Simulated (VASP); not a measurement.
# WC (P1) in VASP: single point with PBE

Aim: the single point of WC with PBE.

All numbers are computed with VASP 6.6.1; they aren't measurements. Logs are shortened: lines on timing, memory, paths and dates and some standing lists are left out, and cuts for length are marked.

## 1. The cell of the first run

The typed cell holds 16 atoms: a = 5.696 Å, b = 4.932 Å, c = 5.595 Å, α = 90.00°, β = 90.00°, γ = 90.00°.

## 2. Single point, PBE

INCAR reads:

```
SYSTEM = WC
ALGO = Normal
EDIFF = 1E-7
ENCUT = 520
GGA = PE
ISIF = 2
ISMEAR = -1
LASPH = .TRUE.
LCHARG = .FALSE.
LREAL = Auto
LWAVE = .FALSE.
NBANDS = 86
NELM = 100
PREC = Accurate
SIGMA = 0.17
```

KPOINTS reads:

```
k-points
0
G
  2 2 2
  0 0 0
```

POSCAR reads:

```
WC
1.0
   -2.8477700000     -4.9324820000      0.0000000000
    4.2716550000     -2.4662410000      0.0000000000
    0.0000000000      0.0000000000      5.5945400000
W C
8 8
Direct
    0.7387449752      0.5092583034     -0.0142639073
    0.7391844645      0.5359111029      0.4778408949
    0.5058727440      0.0305289693     -0.0244345380
    0.4795348539      0.0401027169      0.4767505461
    0.2353086367      0.5223513782     -0.0156402492
    0.2316784238      0.5228809126      0.4888158812
   -0.0003164554      0.0295433053     -0.0093662750
   -0.0160876662      0.0266608672      0.4715490460
    0.4953299758      0.6924683396      0.2532290412
    0.5130202091      0.6958107715      0.7405792076
    0.2213243202      0.1803237292      0.2586807852
    0.2671466698      0.2069156502      0.7299974618
    0.0136580563      0.6830362009      0.2403772249
   -0.0267179512      0.6751512985      0.7460309516
    0.7405218729      0.1998138834      0.2391438796
    0.7570127762      0.2018651492      0.7149470734
```

Potentials or basis: VASP PAW PBE potentials, release 64 (W_sv, C).

Started as:

```console
$ cat potpaw_PBE.64/W_sv/POTCAR potpaw_PBE.64/C/POTCAR > POTCAR
$ mpirun -np 1 vasp_std > vasp.out
```

OUTCAR:

```text
SYSTEM = WC
   EDIFF = 1E-7
   ENCUT = 520
   GGA = PE
   ISIF = 2
   ISMEAR = -1
   LASPH = .TRUE.
   LREAL = Auto
   NELM = 100
   PREC = Accurate

 ion  position               nearest neighbor table
   1  0.739  0.509  0.986-  14 2.06  15 2.08  10 2.09  16 2.15   9 2.23  13 2.28   3 2.71   2 2.76
                             7 2.79   5 2.83   2 2.84   5 2.87   3 2.89   7 2.97
   2  0.739  0.536  0.478-   9 2.03  10 2.11  16 2.12  14 2.12  15 2.13  13 2.18   1 2.76   8 2.79
                             6 2.81   1 2.84   4 2.86   8 2.87   6 2.89   4 2.89
   3  0.506  0.031  0.976-  10 2.11  12 2.12  15 2.16  16 2.21   9 2.28  11 2.38   1 2.71   4 2.80
                             4 2.81   7 2.81   5 2.87   7 2.88   1 2.89   5 2.94
   4  0.480  0.040  0.477-  11 2.03  12 2.04   9 2.12  15 2.14  16 2.22  10 2.26   6 2.77   3 2.80
                             3 2.81   8 2.82   2 2.86   8 2.87   2 2.89   6 2.92
   5  0.235  0.522  0.984-  13 2.07  12 2.12  14 2.14  10 2.26   9 2.27  11 2.28   6 2.77   7 2.78
                             6 2.82   1 2.83   7 2.84   1 2.87   3 2.87   3 2.94
   6  0.232  0.523  0.489-  13 2.02  12 2.07  11 2.13   9 2.17  14 2.19  10 2.30   4 2.77   5 2.77
                             2 2.81   5 2.82   8 2.83   8 2.86   2 2.89   4 2.92
   7  1.000  0.030  0.991-  11 2.10  15 2.19  13 2.21  14 2.23  16 2.24  12 2.28   8 2.69   5 2.78
                             1 2.79   3 2.81   5 2.84   3 2.88   8 2.91   1 2.97
   8  0.984  0.027  0.472-  11 1.95  16 2.07  15 2.08  13 2.14  14 2.32  12 2.34   7 2.69   2 2.79
                             4 2.82   6 2.83   6 2.86   2 2.87   4 2.87   7 2.91
   9  0.495  0.692  0.253-   2 2.03   4 2.12   6 2.17   1 2.23   5 2.27   3 2.28
  10  0.513  0.696  0.741-   1 2.09   2 2.11   3 2.11   5 2.26   4 2.26   6 2.30
  11  0.221  0.180  0.259-   8 1.95   4 2.03   7 2.10   6 2.13   5 2.28   3 2.38
  12  0.267  0.207  0.730-   4 2.04   6 2.07   5 2.12   3 2.12   7 2.28   8 2.34
  13  0.014  0.683  0.240-   6 2.02   5 2.07   8 2.14   2 2.18   7 2.21   1 2.28
  14  0.973  0.675  0.746-   1 2.06   2 2.12   5 2.14   6 2.19   7 2.23   8 2.32
  15  0.741  0.200  0.239-   1 2.08   8 2.08   2 2.13   4 2.14   3 2.16   7 2.19
  16  0.757  0.202  0.715-   8 2.07   2 2.12   1 2.15   3 2.21   4 2.22   7 2.24

  LATTYP: Found a simple orthorhombic cell.
 ALAT       =     4.9324822462
 B/A-ratio  =     1.1342240521
 C/A-ratio  =     1.1547005000

  Lattice vectors:

 A1 = (   4.2716550000,  -2.4662410000,   0.0000000000)
 A2 = (   0.0000000000,   0.0000000000,   5.5945400000)
 A3 = (  -2.8477700000,  -4.9324820000,   0.0000000000)

Analysis of symmetry for initial positions (statically):
=====================================================================
 Subroutine PRICEL returns:
 Original cell was already a primitive cell.

 Routine SETGRP: Setting up the symmetry group for a
 simple orthorhombic supercell.

 Subroutine GETGRP returns: Found  1 space group operations
 (whereof  1 operations were pure point group operations)
 out of a pool of  8 trial point group operations.

The static configuration has the point symmetry C_1 .

Analysis of symmetry for dynamics (positions and initial velocities):
=====================================================================
 Subroutine PRICEL returns:
 Original cell was already a primitive cell.

 Routine SETGRP: Setting up the symmetry group for a
 simple orthorhombic supercell.

 Subroutine GETGRP returns: Found  1 space group operations
 (whereof  1 operations were pure point group operations)
 out of a pool of  8 trial point group operations.

The dynamic configuration has the point symmetry C_1 .

 Subroutine INISYM returns: Found  1 space group operations
 (whereof  1 operations are pure point group operations),
 and found     1 'primitive' translations

----------------------------------------------------------------------------------------

                                     Primitive cell

  volume of cell :     157.1682

  direct lattice vectors                    reciprocal lattice vectors
    -2.847770000 -4.932482000  0.000000000    -0.087787988 -0.152053266  0.000000000
     4.271655000 -2.466241000  0.000000000     0.175575977 -0.101368844  0.000000000
     0.000000000  0.000000000  5.594540000     0.000000000  0.000000000  0.178745706

  length of vectors
     5.695539716  4.932482246  5.594540000     0.175575986  0.202737679  0.178745706

  position of ions in fractional coordinates (direct lattice)
     0.738744975  0.509258303  0.985736093
     0.739184464  0.535911103  0.477840895
     0.505872744  0.030528969  0.975565462
     0.479534854  0.040102717  0.476750546
     0.235308637  0.522351378  0.984359751
     0.231678424  0.522880913  0.488815881
[... 8 lines left out ...]
     0.740521873  0.199813883  0.239143880
     0.757012776  0.201865149  0.714947073

  ion indices of the primitive-cell ions
   primitive index   ion index
                 1           1
                 2           2
                 3           3
                 4           4
                 5           5
                 6           6
[... 8 lines left out ...]
                15          15
                16          16

----------------------------------------------------------------------------------------

 KPOINTS: k-points

Automatic generation of k-mesh.
 Grid dimensions read from file:
 generate k-points for:    2    2    2

 Generating k-lattice:

  Cartesian coordinates                     Fractional coordinates (reciprocal lattice)
    -0.043893994 -0.076026633  0.000000000     0.500000000  0.000000000  0.000000000
     0.087787988 -0.050684422  0.000000000     0.000000000  0.500000000  0.000000000
     0.000000000  0.000000000  0.089372853     0.000000000  0.000000000  0.500000000

  Length of vectors
     0.087787993  0.101368839  0.089372853

  Shift w.r.t. Gamma in fractional coordinates (k-lattice)
     0.000000000  0.000000000  0.000000000

 Subroutine IBZKPT returns following result:
 ===========================================

 Found      8 irreducible k-points:

 Following reciprocal coordinates:
            Coordinates               Weight
  0.000000  0.000000  0.000000      1.000000
  0.500000 -0.000000  0.000000      1.000000
 -0.000000  0.500000  0.000000      1.000000
  0.500000  0.500000  0.000000      1.000000
  0.000000  0.000000  0.500000      1.000000
  0.500000 -0.000000  0.500000      1.000000
 -0.000000  0.500000  0.500000      1.000000
  0.500000  0.500000  0.500000      1.000000
   k-points           NKPTS =      8   k-points in BZ     NKDIM =      8   number of bands    NBANDS=     86
   number of dos      NEDOS =    301   number of ions     NIONS =     16
   total plane-waves  NPLWV =  70560
   dimension x,y,z NGX =    42 NGY =   40 NGZ =   42
   dimension x,y,z NGXF=    84 NGYF=   80 NGZF=   84
   ions per type =               8   8
   NGX,Y,Z   is equivalent  to a cutoff of  12.26, 13.48, 12.48 a.u.
   NGXF,Y,Z  is equivalent  to a cutoff of  24.52, 26.96, 24.96 a.u.
 SYSTEM =  WC
   PREC   = accura    normal or accurate (medium, high low for compatibility)
   ISTART =      0    job   : 0-new  1-cont  2-samecut
   ICHARG =      2    charge: 1-file 2-atom 10-const
   ISPIN  =      1    spin polarized calculation?
   LNONCOLLINEAR =      F non collinear calculations
   LSORBIT =      F    spin-orbit coupling
   LASPH  =      T    aspherical Exc in radial PAW
   ENCUT  =  520.0 eV  38.22 Ry    6.18 a.u.  10.59  9.17 10.40*2*pi/ulx,y,z
   NELM   =    100;   NELMIN=  2; NELMDL= -5     # of ELM steps
   EDIFF  = 0.1E-06   stopping-criterion for ELM
   LREAL  =      T    real-space projection
   EDIFFG = 0.1E-05   stopping-criterion for IOM
   NSW    =      0    number of steps for IOM
   IBRION =     -1    ionic relax: 0-MD 1-quasi-New 2-CG
   NFREE  =      0    steps in history (QN), initial steepest desc. (CG)
   ISIF   =      2    stress and relaxation
   ISYM   =      2    0-nonsym 1-usesym 2-fastsym
   POTIM  = 0.5000    time-step for ionic-motion
   TEBEG  =    0.0;   TEEND  =   0.0 temperature during run
   PSTRESS=    0.0 pullay stress
   NELECT =     144.0000    total number of electrons
   NUPDOWN=      -1.0000    fix difference up-down
   EMIN   =  10.00;   EMAX   =-10.00  energy-range for DOS
   EFERMI =   0.00;   METHOD = LEGACY
   ISMEAR =    -1;   SIGMA  =   0.17  broadening in eV -4-tet -1-fermi 0-gaus
   EFERMI_NEDOS =   21; number of points for ismear=-14 and -15
   IALGO  =     38    algorithm
   IMIX   =      4    mixing-type and parameters
     AMIX     =   0.40;   BMIX     =  1.00
     AMIX_MAG =   1.60;   BMIX_MAG =  1.00
  volume/ion in A,a.u.               =       9.82        66.29
  Fermi-wavevector in a.u.,A,eV,Ry     =   1.590038  3.004735 34.398516  2.528220
  Thomas-Fermi vector in A             =   2.688794
   LORBIT       =      0    0 simple, 1 ext, 2 COOP (PROOUT), +10 PAW based schemes
   GGA     = PE    functional components
   LHFCALC =     F    Hartree Fock is set to
   AEXX    =    0.0000 exact exchange contribution
   IVDW    =     0    specifies the selected vdW correction
   LEPSILON=     F    determine dielectric tensor
   LRPA    =     F    only Hartree local field effects (RPA)
 non-spin polarized calculation
  energy-cutoff  :      520.00
  volume of cell :      157.17
 maximum number of plane-waves:      4264
   NGX = 21   NGY = 19   NGZ = 21

 number of electron     143.9999996 magnetization

 Free energy of the ion-electron system (eV)
  ---------------------------------------------------
  ext. energy  EPLUGINS =         0.00000000
  ---------------------------------------------------
  free energy    TOTEN  =      -175.34570837 eV

  energy without entropy =     -174.95817655  energy(sigma->0) =     -175.15194246

 E-fermi :  12.3992     XC(G=0): -14.0941

 val. band max:       12.3387860794   @ k =   0.5000  -0.0000   0.0000
 cond. band min:      12.4233924720   @ k =   0.5000  -0.0000   0.5000
 fundamental gap:      0.0846063925
 Fermi energy:        12.3991503050

 k-point     1 :       0.0000    0.0000    0.0000
  band No.  band energies     occupation
      1     -62.0296      2.00000
      2     -61.9735      2.00000
      3     -61.9443      2.00000
      4     -61.8730      2.00000
      5     -61.8614      2.00000
      6     -61.8093      2.00000
[... 685 lines left out ...]
     83      16.0833      0.00000
     84      16.1371      0.00000
 [bands above 84 left out]

------------------------ aborting loop because EDIFF is reached ----------------------------------------

  FORCE on cell =-STRESS in cart. coord.  units (eV):
  Direction    XX          YY          ZZ          XY          YZ          ZX
  --------------------------------------------------------------------------------------
  -------------------------------------------------------------------------------------
  Total       42.4887496     34.7003875     37.9103828      1.5031552      0.1196290     -0.4394356
  in kB      433.1314644    353.7366906    386.4594697     15.3232045      1.2195015     -4.4796180
  external PRESSURE =     391.1092082 kB  Pullay stress =       0.0000000 kB

 VOLUME and BASIS-vectors are now :
 -----------------------------------------------------------------------------
  energy-cutoff  :      520.00
  volume of cell :      157.17
      direct lattice vectors                 reciprocal lattice vectors
    -2.847770000 -4.932482000  0.000000000    -0.087787988 -0.152053266  0.000000000
     4.271655000 -2.466241000  0.000000000     0.175575977 -0.101368844  0.000000000
     0.000000000  0.000000000  5.594540000     0.000000000  0.000000000  0.178745706

 POSITION                                       TOTAL-FORCE (eV/Angst)
 -----------------------------------------------------------------------------------
      0.07160     -4.89980      5.51474         2.424793     -1.821299      0.057643
      0.18420     -4.96770      2.67330        -1.100784     -0.139621      1.109917
     -1.31020     -2.57050      5.45784        -0.128993      2.035921      1.135178
     -1.19430     -2.46420      2.66720        -3.641489     -1.419364      1.018930
      1.56120     -2.44890      5.50704        -0.459688     -2.282140      0.057889
      1.57380     -2.43230      2.73470         0.414550     -2.470521      0.403478
[... 8 lines left out ...]
     -1.25530     -4.14540      1.33790        -0.797331      0.768962     -0.714209
     -1.29350     -4.23180      3.99980        -0.148936      1.433445      2.061529
 -----------------------------------------------------------------------------------
    total drift:                               -0.002581      0.010290     -0.003939

  FREE ENERGIE OF THE ION-ELECTRON SYSTEM (eV)
  ---------------------------------------------------
  free  energy   TOTEN  =      -175.3457083673 eV

  energy  without entropy=     -174.9581765475  energy(sigma->0) =     -175.15194246
```

It took 5.4 min on 1 thread of Intel Xeon 8259CL, shared host; peak memory 0.29 GiB.

Results:

```
Free energy            : -175.3457 eV
Pressure               : 39.1 GPa
Largest force          : 4.831 eV/Å
Band gap on the k mesh : zero (bands 72 and 73 overlap by 0.22 eV)
```

Forces in eV/Å, atoms in the order of the input:
```
W    2.425 -1.821  0.058
W   -1.101 -0.140  1.110
W   -0.129  2.036  1.135
W   -3.641 -1.419  1.019
W   -0.460 -2.282  0.058
W    0.415 -2.471  0.403
W   -0.849  1.326 -2.752
W   -1.179  0.547  4.130
C    0.870  0.909 -2.445
C    1.335  1.981 -0.439
C    0.575 -3.222 -3.554
C    0.075  2.974  1.629
C    2.236  2.255 -0.971
C    0.376 -2.875 -0.729
C   -0.797  0.769 -0.714
C   -0.149  1.433  2.062
```

Stress tensor (GPa, compression positive):
```
43.31  1.53 -0.45
 1.53 35.37  0.12
-0.45  0.12 38.65
```

Caveat: the k points lie up to 0.64 Å⁻¹ apart; the atoms stand as in a frame of molecular dynamics; spin-orbit coupling is left out, which moves the levels of the heavy elements; forces of over 1 eV/Å act on the atoms, so gaps and moduli don't describe the material at rest.

The gap in the log of VASP goes by the Fermi energy; the results here count the filled bands.